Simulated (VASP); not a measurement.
# Bi2Se3 (R-3m) in VASP: notebook, part 2 of 3

VASP 6.6.1. Earlier steps stand in the parts before.

## 4. Electric field gradients, PBE (28.66 Å³/atom)

This run uses another cell than the first one, of 28.66 Å³/atom.

The input, INCAR:

```
SYSTEM = Bi2Se3
ALGO = Normal
EDIFF = 1E-8
ENCUT = 520
GGA = PE
ISIF = 2
ISMEAR = -1
LASPH = .TRUE.
LCHARG = .FALSE.
LEFG = .TRUE.
LREAL = .FALSE.
LWAVE = .FALSE.
NBANDS = 32
NELM = 80
PREC = Accurate
SIGMA = 0.03
```

The input, KPOINTS:

```
k-points
0
G
  6 6 6
  0 0 0
```

The input, POSCAR:

```
Bi2Se3
1.0
    2.0783814048      1.1999540635      9.5770422928
   -2.0783814048      1.1999540635      9.5770422928
    0.0000000000     -2.3999081271      9.5770422928
Bi Se
2 3
Direct
    0.4008000000      0.4008000000      0.4008000000
    0.5992000000      0.5992000000      0.5992000000
    0.0000000000      0.0000000000      0.0000000000
    0.2117000000      0.2117000000      0.2117000000
    0.7883000000      0.7883000000      0.7883000000
```

Potentials or basis: VASP PAW PBE potentials, release 64 (Bi_d, Se).

On the command line:

```console
$ cat potpaw_PBE.64/Bi_d/POTCAR potpaw_PBE.64/Se/POTCAR > POTCAR
$ mpirun -np 1 vasp_std > vasp.out
```

OUTCAR:

```text
SYSTEM = Bi2Se3
   EDIFF = 1E-8
   ENCUT = 520
   GGA = PE
   ISIF = 2
   ISMEAR = -1
   LASPH = .TRUE.
   LREAL = .FALSE.
   NELM = 80
   PREC = Accurate

 ion  position               nearest neighbor table
   1  0.401  0.401  0.401-   5 2.86   5 2.86   5 2.86   3 3.08   3 3.08   3 3.08
   2  0.599  0.599  0.599-   4 2.86   4 2.86   4 2.86   3 3.08   3 3.08   3 3.08
   3  0.000  0.000  0.000-   2 3.08   1 3.08   2 3.08   2 3.08   1 3.08   1 3.08
   4  0.212  0.212  0.212-   2 2.86   2 2.86   2 2.86
   5  0.788  0.788  0.788-   1 2.86   1 2.86   1 2.86

[... 1077 lines left out ...]
---------------------------------------------------------------------
   1      -2.738    -2.738     5.476    -0.000    -0.000     0.000
   2      -2.738    -2.738     5.476    -0.000     0.000     0.000
   3     -36.774   -36.774    73.548    -0.000     0.000     0.000
   4       7.488     7.488   -14.976    -0.000    -0.000     0.000
   5       7.488     7.488   -14.976     0.000     0.000     0.000
---------------------------------------------------------------------

 Electric field gradients after diagonalization (V/A^2)
 (convention: |V_zz| > |V_xx| > |V_yy|)
----------------------------------------------------------------------
 ion       V_xx      V_yy      V_zz     asymmetry (V_yy - V_xx)/ V_zz
----------------------------------------------------------------------
   1      -2.738    -2.738     5.476       0.000
   2      -2.738    -2.738     5.476       0.000
   3     -36.774   -36.774    73.548       0.000
   4       7.488     7.488   -14.976       0.000
   5       7.488     7.488   -14.976       0.000
----------------------------------------------------------------------

           NMR quadrupolar parameters

 Cq : quadrupolar parameter    Cq=e*Q*V_zz/h
 eta: asymmetry parameters     (V_yy - V_xx)/ V_zz
 Q  : nuclear electric quadrupole moment in mb (millibarn)
----------------------------------------------------------------------
 ion       Cq(MHz)       eta       Q (mb)
----------------------------------------------------------------------
   1       0.013       0.000       1.000
   2       0.013       0.000       1.000
   3       0.178       0.000       1.000
   4      -0.036       0.000       1.000
   5      -0.036       0.000       1.000
----------------------------------------------------------------------
```

OSZICAR:

```text
N       E                     dE             d eps       ncg     rms          rms(c)
DAV:   1     0.469349169321E+03    0.46935E+03   -0.23000E+04  2048   0.156E+03
DAV:   2     0.345114842422E+02   -0.43484E+03   -0.41688E+03  2096   0.411E+02
DAV:   3    -0.185601038318E+02   -0.53072E+02   -0.50552E+02  2640   0.151E+02
DAV:   4    -0.208925724277E+02   -0.23325E+01   -0.23224E+01  2232   0.334E+01
DAV:   5    -0.209786551773E+02   -0.86083E-01   -0.86073E-01  2920   0.656E+00    0.517E+00
DAV:   6    -0.201612020081E+02    0.81745E+00   -0.11033E+00  2808   0.736E+00    0.318E+00
DAV:   7    -0.201675759229E+02   -0.63739E-02   -0.35566E-01  2256   0.253E+00    0.171E+00
DAV:   8    -0.201750099139E+02   -0.74340E-02   -0.46505E-02  2472   0.113E+00    0.569E-01
DAV:   9    -0.201758894592E+02   -0.87955E-03   -0.20204E-03  2720   0.432E-01    0.129E-01
DAV:  10    -0.201760821555E+02   -0.19270E-03   -0.10712E-03  2384   0.167E-01    0.559E-02
DAV:  11    -0.201761360545E+02   -0.53899E-04   -0.12902E-04  2400   0.749E-02    0.308E-02
DAV:  12    -0.201761692309E+02   -0.33176E-04   -0.53902E-05  2232   0.354E-02    0.602E-03
DAV:  13    -0.201761705377E+02   -0.13069E-05   -0.32338E-06  2808   0.146E-02    0.409E-03
DAV:  14    -0.201761705382E+02   -0.48021E-09   -0.76146E-07  2280   0.517E-03    0.160E-03
DAV:  15    -0.201761705795E+02   -0.41265E-07   -0.76582E-08  2208   0.148E-03    0.339E-04
DAV:  16    -0.201761705808E+02   -0.13370E-08   -0.25021E-08  1984   0.805E-04
   1 F= -.20176171E+02 E0= -.20176140E+02  d E =-.611922E-04
```

stdout:

```text
POSCAR found type information on POSCAR BiSe
 POSCAR found :  2 types and       5 ions
 scaLAPACK will be used
 LDA part: xc-table for (Slater+PW92), standard interpolation
 POSCAR, INCAR and KPOINTS ok, starting setup
 FFT: planning ... GRIDC
 FFT: planning ... GRID_SOFT
 FFT: planning ... GRID
 WAVECAR not read
 entering main loop
ion   1

ion   2

ion   3

ion   4

ion   5
```

It took 18 min on 1 thread of AMD EPYC 7R43 (Zen 3), shared host; peak memory 0.9 GiB.

What came out:

| Quantity | Value |
| --- | --- |
| Free energy | -20.1762 eV |
| Pressure | 1.9 GPa |
| Largest force | 0.161 eV/Å |
| Band gap on the k mesh | 0.23 eV |
| Largest electric field gradient by atom | Bi +5.5; Se +73.5, -15.0 (each value once) V/Å² |

Forces in eV/Å, atoms in the order of the input:
```
Bi   0.000  0.000 -0.161
Bi   0.000  0.000  0.161
Se   0.000  0.000  0.000
Se   0.000  0.000 -0.111
Se   0.000  0.000  0.111
```

Electric field gradients, principal values (V/Å²):
```csv
atom,least,middle,greatest (by size)
1 Bi,-2.738,-2.738,5.476
2 Bi,-2.738,-2.738,5.476
3 Se,-36.774,-36.774,73.548
4 Se,7.488,7.488,-14.976
5 Se,7.488,7.488,-14.976
```

Caveat: without QUAD_EFG the Cq values of the log hold for a quadrupole moment of 1 mb, not for the nuclei; spin-orbit coupling is left out, which moves the levels of the heavy elements.

## 5. Electric field gradients, PBE (29.51 Å³/atom)

This run uses another cell than the first one, of 29.51 Å³/atom.

The input, INCAR:

```
SYSTEM = Bi2Se3
ALGO     = Normal         ! electronic algorithm
EDIFF    = 1E-8           ! SCF threshold, eV
ENCUT    = 520            ! plane-wave cutoff, eV
GGA      = PE             ! functional
ISIF     = 2              ! what is computed and relaxed
ISMEAR   = -1             ! smearing method
LASPH    = .True.         ! aspherical terms in the spheres
LCHARG   = .False.        ! write CHGCAR
LEFG     = .True.       
LREAL    = .False.        ! projectors in reciprocal space
LWAVE    = .False.        ! write WAVECAR
NBANDS   = 32             ! bands
NELM     = 100            ! most SCF steps
PREC     = Accurate       ! precision mode
SIGMA    = 0.03           ! smearing width, eV
```

The input, KPOINTS:

```
k-points
0
Gamma
  6 6 6
  0 0 0
```

Changes to POSCAR since step 4:

```diff
@@ -2,5 +2,5 @@
 1.0
-    2.0783814048      1.1999540635      9.5770422928
-   -2.0783814048      1.1999540635      9.5770422928
-    0.0000000000     -2.3999081271      9.5770422928
+    2.0987589926      1.2117190693      9.6709408521
+   -2.0987589926      1.2117190693      9.6709408521
+    0.0000000000     -2.4234381387      9.6709408521
 Bi Se
```

Potentials or basis: VASP PAW PBE potentials, release 64 (Bi_d, Se).

On the command line:

```console
$ cat potpaw_PBE.64/Bi_d/POTCAR potpaw_PBE.64/Se/POTCAR > POTCAR
$ mpirun -np 1 vasp_std > vasp.out
```

OUTCAR:

```text
SYSTEM = Bi2Se3
   EDIFF = 1E-8
   ENCUT = 520
   GGA = PE
   ISIF = 2
   ISMEAR = -1
   LASPH = .True.
   LREAL = .False.
   NELM = 100
   PREC = Accurate

 ion  position               nearest neighbor table
   1  0.401  0.401  0.401-   5 2.89   5 2.89   5 2.89   3 3.12   3 3.12   3 3.12
   2  0.599  0.599  0.599-   4 2.89   4 2.89   4 2.89   3 3.12   3 3.12   3 3.12
   3  0.000  0.000  0.000-   2 3.12   1 3.12   2 3.12   2 3.12   1 3.12   1 3.12
   4  0.212  0.212  0.212-   2 2.89   2 2.89   2 2.89
   5  0.788  0.788  0.788-   1 2.89   1 2.89   1 2.89

  LATTYP: Found a trigonal (rhomboedric) cell.
 ALAT       =     9.9699623558
 COS(alpha) =     0.9113725817

  Lattice vectors:

 A1 = (   2.0987589926,   1.2117190693,   9.6709408521)
 A2 = (  -2.0987589926,   1.2117190693,   9.6709408521)
 A3 = (   0.0000000000,  -2.4234381387,   9.6709408521)

Analysis of symmetry for initial positions (statically):
=====================================================================
 Subroutine PRICEL returns:
 Original cell was already a primitive cell.

 Routine SETGRP: Setting up the symmetry group for a
 trigonal (rhombohedral) supercell.

 Subroutine GETGRP returns: Found 12 space group operations
 (whereof 12 operations were pure point group operations)
 out of a pool of 12 trial point group operations.

The static configuration has the point symmetry D_3d.

Analysis of symmetry for dynamics (positions and initial velocities):
=====================================================================
 Subroutine PRICEL returns:
 Original cell was already a primitive cell.

 Routine SETGRP: Setting up the symmetry group for a
 trigonal (rhombohedral) supercell.

 Subroutine GETGRP returns: Found 12 space group operations
 (whereof 12 operations were pure point group operations)
 out of a pool of 12 trial point group operations.

The dynamic configuration has the point symmetry D_3d.

 Subroutine INISYM returns: Found 12 space group operations
 (whereof 12 operations are pure point group operations),
 and found     1 'primitive' translations

----------------------------------------------------------------------------------------

                                     Primitive cell

  volume of cell :     147.5654

  direct lattice vectors                    reciprocal lattice vectors
     2.098758993  1.211719069  9.670940852     0.238236025  0.137545633  0.034467519
    -2.098758993  1.211719069  9.670940852    -0.238236025  0.137545633  0.034467519
     0.000000000 -2.423438139  9.670940852     0.000000000 -0.275091266  0.034467519

  length of vectors
     9.969962356  9.969962356  9.969962356     0.277242159  0.277242159  0.277242159

  position of ions in fractional coordinates (direct lattice)
     0.400800000  0.400800000  0.400800000
     0.599200000  0.599200000  0.599200000
     0.000000000  0.000000000  0.000000000
     0.211700000  0.211700000  0.211700000
[... 97 lines left out ...]
   EFERMI_NEDOS =   21; number of points for ismear=-14 and -15
   IALGO  =     38    algorithm
   IMIX   =      4    mixing-type and parameters
     AMIX     =   0.40;   BMIX     =  1.00
     AMIX_MAG =   1.60;   BMIX_MAG =  1.00
  volume/ion in A,a.u.               =      29.51       199.16
  Fermi-wavevector in a.u.,A,eV,Ry     =   1.125884  2.127613 17.246954  1.267615
  Thomas-Fermi vector in A             =   2.262563
   LORBIT       =      0    0 simple, 1 ext, 2 COOP (PROOUT), +10 PAW based schemes
   GGA     = PE    functional components
   LHFCALC =     F    Hartree Fock is set to
   AEXX    =    0.0000 exact exchange contribution
   IVDW    =     0    specifies the selected vdW correction
   LEPSILON=     F    determine dielectric tensor
   LRPA    =     F    only Hartree local field effects (RPA)
 non-spin polarized calculation
  energy-cutoff  :      520.00
  volume of cell :      147.57
 maximum number of plane-waves:      4000
 NGX is ok and might be reduce to    80
   NGX = 37   NGY = 37   NGZ = 37

 number of electron      48.0000001 magnetization

 Free energy of the ion-electron system (eV)
  ---------------------------------------------------
  ext. energy  EPLUGINS =         0.00000000
  ---------------------------------------------------
  free energy    TOTEN  =       -20.20279133 eV

  energy without entropy =      -20.20274461  energy(sigma->0) =      -20.20276797

 E-fermi :   4.6112     XC(G=0):  -9.3194

 val. band max:        4.4876305995   @ k =   0.0000   0.0000   0.0000
 cond. band min:       4.7347608602   @ k =   0.0000   0.0000   0.0000
 fundamental gap:      0.2471302608
 Fermi energy:         4.6112096483

 k-point     1 :       0.0000    0.0000    0.0000
  band No.  band energies     occupation
      1     -18.5800      2.00000
      2     -18.5800      2.00000
      3     -18.5788      2.00000
      4     -18.5788      2.00000
      5     -18.5752      2.00000
      6     -18.5730      2.00000
[... 829 lines left out ...]
     31       9.3014      0.00000
     32      11.0352      0.00000

 [... further k-points ...]

------------------------ aborting loop because EDIFF is reached ----------------------------------------

  FORCE on cell =-STRESS in cart. coord.  units (eV):
  Direction    XX          YY          ZZ          XY          YZ          ZX
  --------------------------------------------------------------------------------------
  -------------------------------------------------------------------------------------
  Total        0.0617609      0.0617609      0.1458774      0.0000000     -0.0000000      0.0000000
  in kB        0.6705630      0.6705630      1.5838498      0.0000000     -0.0000000      0.0000000
  external PRESSURE =       0.9749919 kB  Pullay stress =       0.0000000 kB

 VOLUME and BASIS-vectors are now :
 -----------------------------------------------------------------------------
  energy-cutoff  :      520.00
  volume of cell :      147.57
      direct lattice vectors                 reciprocal lattice vectors
     2.098758993  1.211719069  9.670940852     0.238236025  0.137545633  0.034467519
    -2.098758993  1.211719069  9.670940852    -0.238236025  0.137545633  0.034467519
     0.000000000 -2.423438139  9.670940852     0.000000000 -0.275091266  0.034467519

 POSITION                                       TOTAL-FORCE (eV/Angst)
 -----------------------------------------------------------------------------------
      0.00000     -0.00000     11.62834         0.000000      0.000000     -0.073349
      0.00000     -0.00000     17.38448         0.000000     -0.000000      0.073349
      0.00000      0.00000      0.00000         0.000000     -0.000000     -0.000000
      0.00000     -0.00000      6.14201         0.000000     -0.000000      0.105652
      0.00000     -0.00000     22.87081         0.000000      0.000000     -0.105652
 -----------------------------------------------------------------------------------
    total drift:                                0.000000      0.000000     -0.000000

  FREE ENERGIE OF THE ION-ELECTRON SYSTEM (eV)
  ---------------------------------------------------
  free  energy   TOTEN  =       -20.2027913275 eV

  energy  without entropy=      -20.2027446073  energy(sigma->0) =      -20.20276797

 Electric field gradients (V/A^2)
---------------------------------------------------------------------
 ion       V_xx      V_yy      V_zz      V_xy      V_xz      V_yz
---------------------------------------------------------------------
   1      -2.843    -2.843     5.686    -0.000    -0.000     0.000
   2      -2.843    -2.843     5.686    -0.000     0.000     0.000
   3     -36.631   -36.631    73.262    -0.000     0.000     0.000
   4       7.025     7.025   -14.050    -0.000    -0.000     0.000
   5       7.025     7.025   -14.050     0.000    -0.000     0.000
---------------------------------------------------------------------

 Electric field gradients after diagonalization (V/A^2)
 (convention: |V_zz| > |V_xx| > |V_yy|)
----------------------------------------------------------------------
 ion       V_xx      V_yy      V_zz     asymmetry (V_yy - V_xx)/ V_zz
----------------------------------------------------------------------
   1      -2.843    -2.843     5.686       0.000
   2      -2.843    -2.843     5.686       0.000
   3     -36.631   -36.631    73.262       0.000
   4       7.025     7.025   -14.050       0.000
   5       7.025     7.025   -14.050       0.000
----------------------------------------------------------------------

           NMR quadrupolar parameters

 Cq : quadrupolar parameter    Cq=e*Q*V_zz/h
 eta: asymmetry parameters     (V_yy - V_xx)/ V_zz
 Q  : nuclear electric quadrupole moment in mb (millibarn)
----------------------------------------------------------------------
 ion       Cq(MHz)       eta       Q (mb)
----------------------------------------------------------------------
   1       0.014       0.000       1.000
   2       0.014       0.000       1.000
   3       0.177       0.000       1.000
   4      -0.034       0.000       1.000
   5      -0.034       0.000       1.000
----------------------------------------------------------------------
```

Run time: 19 min. Hardware: 1 thread of AMD EPYC 7R43 (Zen 3), shared host; peak memory 0.87 GiB.

What came out:

```
Free energy                             : -20.2028 eV
Pressure                                : 0.1 GPa
Largest force                           : 0.106 eV/Å
Band gap on the k mesh                  : 0.25 eV
Largest electric field gradient by atom : Bi +5.7; Se +73.3, -14.1 (each value once) V/Å²
```

Forces in eV/Å, atoms in the order of the input:
```
Bi   0.000  0.000 -0.073
Bi   0.000  0.000  0.073
Se   0.000  0.000  0.000
Se   0.000  0.000  0.106
Se   0.000  0.000 -0.106
```

Stress tensor (GPa, compression positive):
```
0.07 0.00 0.00
0.00 0.07 0.00
0.00 0.00 0.16
```

Electric field gradients, principal values (V/Å²):
```
atom    least   middle  greatest (by size)
1 Bi   -2.843   -2.843               5.686
2 Bi   -2.843   -2.843               5.686
3 Se  -36.631  -36.631              73.262
4 Se    7.025    7.025             -14.050
5 Se    7.025    7.025             -14.050
```

Caveat: without QUAD_EFG the Cq values of the log hold for a quadrupole moment of 1 mb, not for the nuclei; spin-orbit coupling is left out, which moves the levels of the heavy elements.

[end of part 2 of 3]
